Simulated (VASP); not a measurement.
# HfB2 (P6/mmm) in VASP: further runs, part 2 of 2

VASP 6.6.1.

## (4) Electric field gradients, PBEsol (10.10 Å³/atom)

This run uses another cell than the first one, of 10.10 Å³/atom.

INCAR

```
PREC = Accurate ; ENCUT = 520
EDIFF = 1E-8 ; ISMEAR = -1
SIGMA = 0.05 ; LREAL = F
LASPH = T ; NELM = 100
ALGO = Normal ; ISIF = 2
LWAVE = F ; LCHARG = F
GGA = PS ; LEFG = T
NBANDS = 15
```

KPOINTS

```
regular mesh
0
Gamma
  13 13 11
```

POSCAR

```
HfB2
1.0
    3.1607954092      0.0000000000      0.0000000000
   -1.5803977046      2.7373291205      0.0000000000
    0.0000000000      0.0000000000      3.5030470293
Hf B
1 2
Direct
    0.0000000000      0.0000000000      0.0000000000
    0.3333333333      0.6666666667      0.5000000000
    0.6666666667      0.3333333333      0.5000000000
```

Potentials or basis: VASP PAW PBE potentials, release 64 (Hf_pv, B).

Command:

```sh
$ cat potpaw_PBE.64/Hf_pv/POTCAR potpaw_PBE.64/B/POTCAR > POTCAR
$ mpirun -np 1 vasp_std > vasp.out
```

OUTCAR:

```text
PREC = Accurate
   ENCUT = 520
   EDIFF = 1E-8
   ISMEAR = -1
   LREAL = F
   LASPH = T
   NELM = 100
   ISIF = 2
   GGA = PS

 ion  position               nearest neighbor table
   1  0.000  0.000  0.000-   2 2.53   3 2.53   2 2.53   3 2.53   2 2.53   2 2.53   3 2.53   3 2.53
                             3 2.53   3 2.53   2 2.53   2 2.53
   2  0.333  0.667  0.500-   3 1.82   3 1.82   3 1.82   1 2.53   1 2.53   1 2.53   1 2.53   1 2.53
                             1 2.53
   3  0.667  0.333  0.500-   2 1.82   2 1.82   2 1.82   1 2.53   1 2.53   1 2.53   1 2.53   1 2.53
                             1 2.53

  LATTYP: Found a hexagonal cell.
 ALAT       =     3.1607954092
 C/A-ratio  =     1.1082802193

  Lattice vectors:

 A1 = (   3.1607954092,   0.0000000000,   0.0000000000)
 A2 = (  -1.5803977046,   2.7373291205,   0.0000000000)
 A3 = (   0.0000000000,   0.0000000000,   3.5030470293)

Analysis of symmetry for initial positions (statically):
=====================================================================
 Subroutine PRICEL returns:
 Original cell was already a primitive cell.

 Routine SETGRP: Setting up the symmetry group for a
 hexagonal supercell.

 Subroutine GETGRP returns: Found 24 space group operations
 (whereof 24 operations were pure point group operations)
 out of a pool of 24 trial point group operations.

The static configuration has the point symmetry D_6h.

Analysis of symmetry for dynamics (positions and initial velocities):
=====================================================================
 Subroutine PRICEL returns:
[... 585 lines left out ...]
      4      -5.6050      2.00000
      5       3.2711      2.00000
      6       3.5755      2.00000
      7       4.5204      2.00000
      8       5.4972      2.00000
      9       9.5942      0.00000
     10      10.0264      0.00000
     11      11.8728      0.00000
     12      12.0256      0.00000
     13      12.8404      0.00000
     14      14.1667      0.00000
     15      14.6059      0.00000

 [... further k-points ...]
[... 5 lines left out ...]
  --------------------------------------------------------------------------------------
  -------------------------------------------------------------------------------------
  Total       -1.7071334     -1.7071334     -1.8126776      0.0000000      0.0000000     -0.0000000
  in kB      -90.2419919    -90.2419919    -95.8212383      0.0000000      0.0000000     -0.0000000
  external PRESSURE =     -92.1017407 kB  Pullay stress =       0.0000000 kB

 VOLUME and BASIS-vectors are now :
 -----------------------------------------------------------------------------
  energy-cutoff  :      520.00
  volume of cell :       30.31
      direct lattice vectors                 reciprocal lattice vectors
     3.160795409  0.000000000  0.000000000     0.316376061  0.182659804  0.000000000
    -1.580397705  2.737329121  0.000000000     0.000000000  0.365319608  0.000000000
     0.000000000  0.000000000  3.503047029     0.000000000  0.000000000  0.285465765

 POSITION                                       TOTAL-FORCE (eV/Angst)
 -----------------------------------------------------------------------------------
      0.00000      0.00000      0.00000         0.000000      0.000000      0.000000
     -0.00000      1.82489      1.75152        -0.000000      0.000000      0.000000
      1.58040      0.91244      1.75152         0.000000      0.000000      0.000000
 -----------------------------------------------------------------------------------
    total drift:                               -0.000000      0.000000     -0.000000

  FREE ENERGIE OF THE ION-ELECTRON SYSTEM (eV)
  ---------------------------------------------------
  free  energy   TOTEN  =       -27.8344149069 eV

  energy  without entropy=      -27.8327321959  energy(sigma->0) =      -27.83357355

 Electric field gradients (V/A^2)
---------------------------------------------------------------------
 ion       V_xx      V_yy      V_zz      V_xy      V_xz      V_yz
---------------------------------------------------------------------
   1     -39.629   -39.629    79.257     0.000    -0.000     0.000
   2      -0.836    -0.836     1.672    -0.000     0.000    -0.000
   3      -0.836    -0.836     1.672    -0.000     0.000    -0.000
---------------------------------------------------------------------

 Electric field gradients after diagonalization (V/A^2)
 (convention: |V_zz| > |V_xx| > |V_yy|)
----------------------------------------------------------------------
 ion       V_xx      V_yy      V_zz     asymmetry (V_yy - V_xx)/ V_zz
----------------------------------------------------------------------
   1     -39.629   -39.628    79.257       0.000
   2      -0.836    -0.836     1.672       0.000
   3      -0.836    -0.836     1.672       0.000
----------------------------------------------------------------------

           NMR quadrupolar parameters

 Cq : quadrupolar parameter    Cq=e*Q*V_zz/h
 eta: asymmetry parameters     (V_yy - V_xx)/ V_zz
 Q  : nuclear electric quadrupole moment in mb (millibarn)
----------------------------------------------------------------------
 ion       Cq(MHz)       eta       Q (mb)
----------------------------------------------------------------------
   1       0.192       0.000       1.000
   2       0.004       0.000       1.000
   3       0.004       0.000       1.000
----------------------------------------------------------------------
```

Wall time 64 s (1 thread of Intel Xeon 8259CL, shared host); peak memory 0.19 GiB.

What came out:

```
Free energy                             : -27.8344 eV
Pressure                                : -9.2 GPa
Band gap on the k mesh                  : zero (bands 8 and 9 overlap by 0.99 eV)
Largest electric field gradient by atom : Hf +79.3; B +1.7 V/Å²
```

Stress tensor (GPa, compression positive):
```
-9.02  0.00  0.00
 0.00 -9.02  0.00
 0.00  0.00 -9.58
```

Electric field gradients, principal values (V/Å²):
```
atom    least   middle  greatest (by size)
1 Hf  -39.628  -39.629              79.257
 2 B   -0.836   -0.836               1.672
 3 B   -0.836   -0.836               1.672
```

Caveat: the cell stands under tension; without QUAD_EFG the Cq values of the log hold for a quadrupole moment of 1 mb, not for the nuclei; the PAW data sets were made with another functional, which shifts forces and pressure a little; spin-orbit coupling is left out, which moves the levels of the heavy elements.

## (5) Electric field gradients, PBEsol (10.10 Å³/atom)

This run uses another cell than the first one, of 10.10 Å³/atom.

INCAR

```
SYSTEM = HfB2
PREC     = Accurate       ! precision mode
ENCUT    = 520            ! plane-wave cutoff, eV
EDIFF    = 1E-8           ! SCF threshold, eV
ISMEAR   = -1             ! smearing method
SIGMA    = 0.05           ! smearing width, eV
LREAL    = .FALSE.        ! projectors in reciprocal space
LASPH    = .TRUE.         ! aspherical terms in the spheres
NELM     = 60             ! most SCF steps
ALGO     = Normal         ! electronic algorithm
ISIF     = 2              ! what is computed and relaxed
LWAVE    = .FALSE.        ! write WAVECAR
LCHARG   = .FALSE.        ! write CHGCAR
GGA      = PS             ! functional
LEFG     = .TRUE.       
NBANDS   = 15             ! bands
```

KPOINTS

```
Automatic mesh
0
G
  13 13 11
  0 0 0
```

POSCAR is that of step 4.

Potentials or basis: VASP PAW PBE potentials, release 64 (Hf_pv, B).

Command:

```sh
$ cat potpaw_PBE.64/Hf_pv/POTCAR potpaw_PBE.64/B/POTCAR > POTCAR
$ mpirun -np 1 vasp_std > vasp.out
```

OUTCAR:

```text
SYSTEM = HfB2
   PREC = Accurate
   ENCUT = 520
   EDIFF = 1E-8
   ISMEAR = -1
   LREAL = .FALSE.
   LASPH = .TRUE.
   NELM = 60
   ISIF = 2
   GGA = PS

 ion  position               nearest neighbor table
   1  0.000  0.000  0.000-   2 2.53   3 2.53   2 2.53   3 2.53   2 2.53   2 2.53   3 2.53   3 2.53
                             3 2.53   3 2.53   2 2.53   2 2.53
   2  0.333  0.667  0.500-   3 1.82   3 1.82   3 1.82   1 2.53   1 2.53   1 2.53   1 2.53   1 2.53
                             1 2.53
   3  0.667  0.333  0.500-   2 1.82   2 1.82   2 1.82   1 2.53   1 2.53   1 2.53   1 2.53   1 2.53
                             1 2.53

  LATTYP: Found a hexagonal cell.
 ALAT       =     3.1607954092
 C/A-ratio  =     1.1082802193

  Lattice vectors:

 A1 = (   3.1607954092,   0.0000000000,   0.0000000000)
 A2 = (  -1.5803977046,   2.7373291205,   0.0000000000)
 A3 = (   0.0000000000,   0.0000000000,   3.5030470293)

Analysis of symmetry for initial positions (statically):
=====================================================================
 Subroutine PRICEL returns:
 Original cell was already a primitive cell.

 Routine SETGRP: Setting up the symmetry group for a
 hexagonal supercell.

 Subroutine GETGRP returns: Found 24 space group operations
 (whereof 24 operations were pure point group operations)
 out of a pool of 24 trial point group operations.

The static configuration has the point symmetry D_6h.

Analysis of symmetry for dynamics (positions and initial velocities):
=====================================================================
 Subroutine PRICEL returns:
 Original cell was already a primitive cell.

 Routine SETGRP: Setting up the symmetry group for a
[... 584 lines left out ...]
      6       3.5755      2.00000
      7       4.5204      2.00000
      8       5.4972      2.00000
      9       9.5942      0.00000
     10      10.0264      0.00000
     11      11.8728      0.00000
     12      12.0256      0.00000
     13      12.8404      0.00000
     14      14.1667      0.00000
     15      14.6059      0.00000

 [... further k-points ...]
[... 5 lines left out ...]
  --------------------------------------------------------------------------------------
  -------------------------------------------------------------------------------------
  Total       -1.7071334     -1.7071334     -1.8126776      0.0000000      0.0000000     -0.0000000
  in kB      -90.2419919    -90.2419919    -95.8212383      0.0000000      0.0000000     -0.0000000
  external PRESSURE =     -92.1017407 kB  Pullay stress =       0.0000000 kB

 VOLUME and BASIS-vectors are now :
 -----------------------------------------------------------------------------
  energy-cutoff  :      520.00
  volume of cell :       30.31
      direct lattice vectors                 reciprocal lattice vectors
     3.160795409  0.000000000  0.000000000     0.316376061  0.182659804  0.000000000
    -1.580397705  2.737329121  0.000000000     0.000000000  0.365319608  0.000000000
     0.000000000  0.000000000  3.503047029     0.000000000  0.000000000  0.285465765

 POSITION                                       TOTAL-FORCE (eV/Angst)
 -----------------------------------------------------------------------------------
      0.00000      0.00000      0.00000         0.000000      0.000000      0.000000
     -0.00000      1.82489      1.75152        -0.000000      0.000000      0.000000
      1.58040      0.91244      1.75152         0.000000      0.000000      0.000000
 -----------------------------------------------------------------------------------
    total drift:                               -0.000000      0.000000     -0.000000

  FREE ENERGIE OF THE ION-ELECTRON SYSTEM (eV)
  ---------------------------------------------------
  free  energy   TOTEN  =       -27.8344149069 eV

  energy  without entropy=      -27.8327321959  energy(sigma->0) =      -27.83357355

 Electric field gradients (V/A^2)
---------------------------------------------------------------------
 ion       V_xx      V_yy      V_zz      V_xy      V_xz      V_yz
---------------------------------------------------------------------
   1     -39.629   -39.629    79.257     0.000    -0.000     0.000
   2      -0.836    -0.836     1.672    -0.000     0.000    -0.000
   3      -0.836    -0.836     1.672    -0.000     0.000    -0.000
---------------------------------------------------------------------

 Electric field gradients after diagonalization (V/A^2)
 (convention: |V_zz| > |V_xx| > |V_yy|)
----------------------------------------------------------------------
 ion       V_xx      V_yy      V_zz     asymmetry (V_yy - V_xx)/ V_zz
----------------------------------------------------------------------
   1     -39.629   -39.628    79.257       0.000
   2      -0.836    -0.836     1.672       0.000
   3      -0.836    -0.836     1.672       0.000
----------------------------------------------------------------------

           NMR quadrupolar parameters

 Cq : quadrupolar parameter    Cq=e*Q*V_zz/h
 eta: asymmetry parameters     (V_yy - V_xx)/ V_zz
 Q  : nuclear electric quadrupole moment in mb (millibarn)
----------------------------------------------------------------------
 ion       Cq(MHz)       eta       Q (mb)
----------------------------------------------------------------------
   1       0.192       0.000       1.000
   2       0.004       0.000       1.000
   3       0.004       0.000       1.000
----------------------------------------------------------------------
```

OSZICAR:

```text
N       E                     dE             d eps       ncg     rms          rms(c)
DAV:   1     0.267909533223E+02    0.26791E+02   -0.79753E+03  3780   0.101E+03
DAV:   2    -0.284649181734E+02   -0.55256E+02   -0.52052E+02  5091   0.219E+02
DAV:   3    -0.300151136158E+02   -0.15502E+01   -0.15442E+01  4879   0.268E+01
DAV:   4    -0.300216661719E+02   -0.65526E-02   -0.65507E-02  4508   0.215E+00
DAV:   5    -0.300217060976E+02   -0.39926E-04   -0.39922E-04  4879   0.149E-01    0.516E+01
DAV:   6    -0.279474085338E+02    0.20743E+01   -0.25388E+00  4599   0.114E+01    0.377E+01
DAV:   7    -0.278981552620E+02    0.49253E-01   -0.87496E-01  4837   0.677E+00    0.109E+01
DAV:   8    -0.278385148109E+02    0.59640E-01   -0.22398E-01  4424   0.354E+00    0.150E+00
DAV:   9    -0.278346542126E+02    0.38606E-02   -0.18883E-02  4438   0.109E+00    0.409E-01
DAV:  10    -0.278344098078E+02    0.24440E-03   -0.82494E-04  4732   0.241E-01    0.232E-01
DAV:  11    -0.278344170808E+02   -0.72731E-05   -0.60740E-05  4648   0.577E-02    0.883E-02
DAV:  12    -0.278344148384E+02    0.22424E-05   -0.35628E-06  4480   0.139E-02    0.791E-03
DAV:  13    -0.278344148864E+02   -0.47991E-07   -0.21549E-07  4858   0.362E-03    0.139E-03
DAV:  14    -0.278344148988E+02   -0.12343E-07   -0.23750E-08  4415   0.124E-03    0.889E-04
DAV:  15    -0.278344149089E+02   -0.10167E-07   -0.20398E-09  2247   0.369E-04    0.792E-04
DAV:  16    -0.278344149069E+02    0.20029E-08   -0.15178E-10  2044   0.108E-04
   1 F= -.27834415E+02 E0= -.27833574E+02  d E =-.168271E-02
```

stdout:

```text
POSCAR found type information on POSCAR HfB
 POSCAR found :  2 types and       3 ions
 scaLAPACK will be used
 -----------------------------------------------------------------------------
|                                                                             |
|                                                                             |
|     You enforced a specific xc type in the INCAR file but a different       |
|     I HOPE YOU KNOW WHAT YOU ARE DOING!                                     |
|                                                                             |
 -----------------------------------------------------------------------------

 LDA part: xc-table for (Slater+PW92), standard interpolation
 POSCAR, INCAR and KPOINTS ok, starting setup
 FFT: planning ... GRIDC
 FFT: planning ... GRID_SOFT
 FFT: planning ... GRID
 WAVECAR not read
 entering main loop
ion   1

ion   2

ion   3
```

It took 66 s on 1 thread of Intel Xeon 8259CL, shared host; peak memory 0.19 GiB.

Results:

```yaml
Free_energy: -27.8344 eV
Pressure: -9.2 GPa
Band_gap_on_the_k_mesh: zero (bands 8 and 9 overlap by 0.99 eV)
Largest_electric_field_gradient_by_atom: Hf +79.3; B +1.7 V/Å²
```

Levels at points of the mesh, in eV from the Fermi level:
| k point | band 6 | band 7 | band 8 | band 9 | band 10 | band 11 |
| --- | --- | --- | --- | --- | --- | --- |
| (0.00, 0.00, 0.00) | -2.91 | -2.91 | -2.82 | 3.83 | 3.83 | 4.49 |

Electric field gradients, principal values (V/Å²):
```tsv
atom	least	middle	greatest (by size)
1 Hf	-39.628	-39.629	79.257
2 B	-0.836	-0.836	1.672
3 B	-0.836	-0.836	1.672
```

Caveat: the cell stands under tension; without QUAD_EFG the Cq values of the log hold for a quadrupole moment of 1 mb, not for the nuclei; the PAW data sets were made with another functional, which shifts forces and pressure a little; spin-orbit coupling is left out, which moves the levels of the heavy elements.

## (6) Overview

| cell | gap on the mesh (eV) | pressure (GPa) |
| --- | --- | --- |
| a = 3.098, b = 3.098, c = 3.433 Å, angles 90.0, 90.0, 120.0°, 3 atoms | none | 6.5 |
| a = 3.129, b = 3.129, c = 3.468 Å, angles 90.0, 90.0, 120.0°, 3 atoms | none | -1.9 |
| a = 3.161, b = 3.161, c = 3.503 Å, angles 90.0, 90.0, 120.0°, 3 atoms | none | -9.2 |

Alike in all rows: task electric field gradients; level PBEsol; potentials or basis VASP PAW PBE potentials, release 64 (Hf_pv, B); no spin polarisation; k mesh 13 × 13 × 11; cutoff (eV) 520; smearing fermi-dirac 0.05 eV.

Caveats: the PAW data sets were made with another functional, which shifts forces and pressure a little; spin-orbit coupling is left out, which moves the levels of the heavy elements; the cell stands under pressure (at least some runs); the cell stands under tension (at least some runs).

Absolute energies hang on the potentials; compare differences alone.
